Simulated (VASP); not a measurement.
Runs of VASP 6.6.1 on Sc. The structure is that of space group P6/mmm (No. 191), or close to it. The cells are those of the table. This isn't the form of Sc at room conditions, which is hcp.

```csv
cell,gap on the mesh (eV),pressure (GPa)
"a = 5.160, b = 5.160, c = 3.217 Å, angles 90.0, 90.0, 120.0°, 3 atoms",none,0.2
"a = 5.090, b = 5.090, c = 3.174 Å, angles 90.0, 90.0, 120.0°, 3 atoms",none,(b)
"a = 4.945, b = 4.945, c = 3.083 Å, angles 90.0, 90.0, 120.0°, 3 atoms",none,8.8
"a = 5.019, b = 5.019, c = 3.129 Å, angles 90.0, 90.0, 120.0°, 3 atoms",none,(a)
"a = 5.228, b = 5.228, c = 3.259 Å, angles 90.0, 90.0, 120.0°, 3 atoms",none,-1.8
"a = 5.294, b = 5.294, c = 3.301 Å, angles 90.0, 90.0, 120.0°, 3 atoms",none,-3.5
```

Alike in all rows: task single point; level r2SCAN; potentials or basis VASP PAW PBE potentials, release 64 (Sc_sv); no spin polarisation; k mesh 8 × 8 × 11; cutoff (eV) 550; smearing fermi-dirac 0.1 eV.

Task: Fill in the values left out.

Result: (a) 5.5; (b) 2.6.

Caveats: the PAW data sets were made with another functional, which shifts forces and pressure a little; the cell stands under pressure (at least some runs); the cell stands under tension (at least some runs).

A gap of «none» marks levels without a gap at the run's occupations.
